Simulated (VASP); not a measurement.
# InAg2 (Fm-3m) in VASP: notebook, part 2 of 2

VASP 6.6.1.

## Step 3: Relaxation of cell and atoms, PBE

This run uses another cell than the first one, of 20.66 Å³/atom, 0.884 times its volume.

INCAR reads:

```
SYSTEM = InAg2
PREC     = Accurate       ! precision mode
ENCUT    = 600            ! plane-wave cutoff, eV
EDIFF    = 1E-6           ! SCF threshold, eV
ISMEAR   = 0              ! smearing method
SIGMA    = 0.1            ! smearing width, eV
LREAL    = .FALSE.        ! projectors in reciprocal space
LASPH    = .TRUE.         ! aspherical terms in the spheres
NELM     = 100            ! most SCF steps
ALGO     = Normal         ! electronic algorithm
ISIF     = 3              ! what is computed and relaxed
LWAVE    = .FALSE.        ! write WAVECAR
LCHARG   = .FALSE.        ! write CHGCAR
GGA      = PE             ! functional
IBRION   = 2              ! ionic algorithm
NSW      = 90             ! ionic steps
EDIFFG   = -0.04          ! ionic threshold
```

KPOINTS reads:

```
Automatic mesh
0
G
  6 6 6
  0 0 0
```

POSCAR reads:

```
InAg2
1.0
    0.0000000000      3.1410909710      3.1410909710
    3.1410909710      0.0000000000      3.1410909710
    3.1410909710      3.1410909710      0.0000000000
In Ag
1 2
Direct
    0.0000000000      0.0000000000      0.0000000000
    0.2500000000      0.2500000000      0.2500000000
    0.7500000000      0.7500000000      0.7500000000
```

Potentials or basis: VASP PAW PBE potentials, release 64 (In_d, Ag).

Command:

```bash
cat potpaw_PBE.64/In_d/POTCAR potpaw_PBE.64/Ag/POTCAR > POTCAR
mpirun -np 1 vasp_std > vasp.out
```

OUTCAR:

```text
SYSTEM = InAg2
   PREC = Accurate
   ENCUT = 600
   EDIFF = 1E-6
   ISMEAR = 0
   LREAL = .FALSE.
   LASPH = .TRUE.
   NELM = 100
   ISIF = 3
   GGA = PE
   IBRION = 2
   NSW = 90
   EDIFFG = -0.04

 ion  position               nearest neighbor table
   1  0.000  0.000  0.000-   3 2.72   3 2.72   3 2.72   2 2.72   2 2.72   2 2.72   3 2.72   2 2.72

   2  0.250  0.250  0.250-   1 2.72   1 2.72   1 2.72   1 2.72   3 3.14   3 3.14   3 3.14   3 3.14
                             3 3.14   3 3.14
   3  0.750  0.750  0.750-   1 2.72   1 2.72   1 2.72   1 2.72   2 3.14   2 3.14   2 3.14   2 3.14
                             2 3.14   2 3.14

  LATTYP: Found a face centered cubic cell.
 ALAT       =     6.2821819420

  Lattice vectors:

 A1 = (   0.0000000000,   3.1410909710,   3.1410909710)
 A2 = (   3.1410909710,   0.0000000000,   3.1410909710)
 A3 = (   3.1410909710,   3.1410909710,   0.0000000000)

Analysis of symmetry for initial positions (statically):
=====================================================================
 Subroutine PRICEL returns:
 Original cell was already a primitive cell.

 Routine SETGRP: Setting up the symmetry group for a
 face centered cubic supercell.

 Subroutine GETGRP returns: Found 48 space group operations
 (whereof 48 operations were pure point group operations)
 out of a pool of 48 trial point group operations.

The static configuration has the point symmetry O_h .

Analysis of symmetry for dynamics (positions and initial velocities):
=====================================================================
 Subroutine PRICEL returns:
 Original cell was already a primitive cell.

 Routine SETGRP: Setting up the symmetry group for a
 face centered cubic supercell.

 Subroutine GETGRP returns: Found 48 space group operations
 (whereof 48 operations were pure point group operations)
 out of a pool of 48 trial point group operations.

The dynamic configuration has the point symmetry O_h .

 Subroutine INISYM returns: Found 48 space group operations
[... 99 lines left out ...]
   TEBEG  =    0.0;   TEEND  =   0.0 temperature during run
   PSTRESS=    0.0 pullay stress
   NELECT =      35.0000    total number of electrons
   NUPDOWN=      -1.0000    fix difference up-down
   EMIN   =  10.00;   EMAX   =-10.00  energy-range for DOS
   EFERMI =   0.00;   METHOD = LEGACY
   ISMEAR =     0;   SIGMA  =   0.10  broadening in eV -4-tet -1-fermi 0-gaus
   EFERMI_NEDOS =   21; number of points for ismear=-14 and -15
   IALGO  =     38    algorithm
   IMIX   =      4    mixing-type and parameters
     AMIX     =   0.40;   BMIX     =  1.00
     AMIX_MAG =   1.60;   BMIX_MAG =  1.00
  volume/ion in A,a.u.               =      20.66       139.43
  Fermi-wavevector in a.u.,A,eV,Ry     =   1.353133  2.557050 24.911827  1.830968
  Thomas-Fermi vector in A             =   2.480413
   LORBIT       =      0    0 simple, 1 ext, 2 COOP (PROOUT), +10 PAW based schemes
   GGA     = PE    functional components
   LHFCALC =     F    Hartree Fock is set to
   AEXX    =    0.0000 exact exchange contribution
   IVDW    =     0    specifies the selected vdW correction
   LEPSILON=     F    determine dielectric tensor
   LRPA    =     F    only Hartree local field effects (RPA)
 conjugate gradient relaxation of ions
 non-spin polarized calculation
 Gauss-broadening in eV      SIGMA  =   0.10
  energy-cutoff  :      600.00
  volume of cell :       61.98
 maximum number of plane-waves:      2085
   NGX = 17   NGY = 17   NGZ = 17

--------------------------------------- Ionic step        1  -------------------------------------------

 number of electron      35.0000005 magnetization

 Free energy of the ion-electron system (eV)
  ---------------------------------------------------
  ext. energy  EPLUGINS =         0.00000000
  ---------------------------------------------------
  free energy    TOTEN  =        -7.34009283 eV

  energy without entropy =       -7.33230762  energy(sigma->0) =       -7.33620023

------------------------ aborting loop because EDIFF is reached ----------------------------------------

  FORCE on cell =-STRESS in cart. coord.  units (eV):
  Direction    XX          YY          ZZ          XY          YZ          ZX
  --------------------------------------------------------------------------------------
  -------------------------------------------------------------------------------------
  Total        3.5496265      3.5496265      3.5496265     -0.0000000     -0.0000000      0.0000000
  in kB       91.7533022     91.7533022     91.7533022     -0.0000000     -0.0000000      0.0000000
  external PRESSURE =      91.7533022 kB  Pullay stress =       0.0000000 kB
[... 61 lines left out ...]
--------------------------------------- Ionic step        3  -------------------------------------------

 number of electron      34.9999995 magnetization

 Free energy of the ion-electron system (eV)
  ---------------------------------------------------
  ext. energy  EPLUGINS =         0.00000000
  ---------------------------------------------------
  free energy    TOTEN  =        -7.53200958 eV

  energy without entropy =       -7.52479366  energy(sigma->0) =       -7.52840162

 E-fermi :   6.4803     XC(G=0): -10.4457

 val. band max:        6.4225099502   @ k =  -0.3333   0.3333   0.1667
 cond. band min:       6.5929246371   @ k =   0.5000   0.3333   0.0000
 fundamental gap:      0.1704146868
 Fermi energy:         6.4802813411

 k-point     1 :       0.0000    0.0000    0.0000
  band No.  band energies     occupation
      1      -8.2420      2.00000
      2      -8.2420      2.00000
      3      -8.2420      2.00000
      4      -8.1687      2.00000
      5      -8.1687      2.00000
      6      -1.7780      2.00000
[... 403 lines left out ...]
  FREE ENERGIE OF THE ION-ELECTRON SYSTEM (eV)
  ---------------------------------------------------
  free  energy   TOTEN  =        -7.5320095820 eV

  energy  without entropy=       -7.5247936612  energy(sigma->0) =       -7.52840162

 reached required accuracy - stopping structural energy minimisation
```

OSZICAR:

```text
N       E                     dE             d eps       ncg     rms          rms(c)
DAV:   1     0.310750421825E+03    0.31075E+03   -0.18589E+04   672   0.217E+03
DAV:   2     0.132342829812E+02   -0.29752E+03   -0.28539E+03   697   0.496E+02
DAV:   3    -0.752458681727E+01   -0.20759E+02   -0.19954E+02   763   0.130E+02
[... 29 lines left out ...]
DAV:   5    -0.753210420117E+01    0.11127E-02   -0.25606E-03   809   0.599E-01    0.259E-01
DAV:   6    -0.753201843153E+01    0.85770E-04   -0.85914E-04   857   0.337E-01    0.497E-02
DAV:   7    -0.753200552535E+01    0.12906E-04   -0.61081E-05   688   0.714E-02    0.304E-02
DAV:   8    -0.753200905532E+01   -0.35300E-05   -0.10242E-05   805   0.325E-02    0.410E-03
DAV:   9    -0.753200958204E+01   -0.52672E-06   -0.90648E-07   421   0.835E-03
   3 F= -.75320096E+01 E0= -.75284016E+01  d E =-.191917E+00
```

Run time: 29 s. Hardware: 1 thread of Intel Xeon 6975P-C (Granite Rapids), shared host; peak memory 0.23 GiB.

Results:

```yaml
Free_energy: -7.5320 eV
Relaxed_volume: 23.19 Å³/atom
Relaxed_cell: a = 4.616 Å, b = 4.616 Å, c = 4.616 Å, α = 60.00°, β = 60.00°, γ = 60.00°
Space_group_after_relaxing_to_0.05_Å: Fm-3m (No. 225)
Energy_gained_by_relaxing: 64.0 meV/atom
Ionic_steps: 3
Pressure_after_relaxing: 0.0 GPa
```

The path:
```
step  energy change (eV)  largest force (eV/Å)  pressure (GPa)  volume (Å³)
   1              0.0000                0.0000            9.18        61.98
   2             -0.1629                0.0000           -2.43        73.21
   3             -0.1919                0.0000            0.02        69.57
```

Final structure:
```xyz
3
Lattice="0.0000 3.2643 3.2643 3.2643 0.0000 3.2643 3.2643 3.2643 0.0000" Properties=species:S:1:pos:R:3 pbc="T T T"
In    0.0000    0.0000    0.0000
Ag    1.6322    1.6322    1.6322
Ag    4.8965    4.8965    4.8965
```

Caveat: spin-orbit coupling is left out, which moves the levels of the heavy elements.
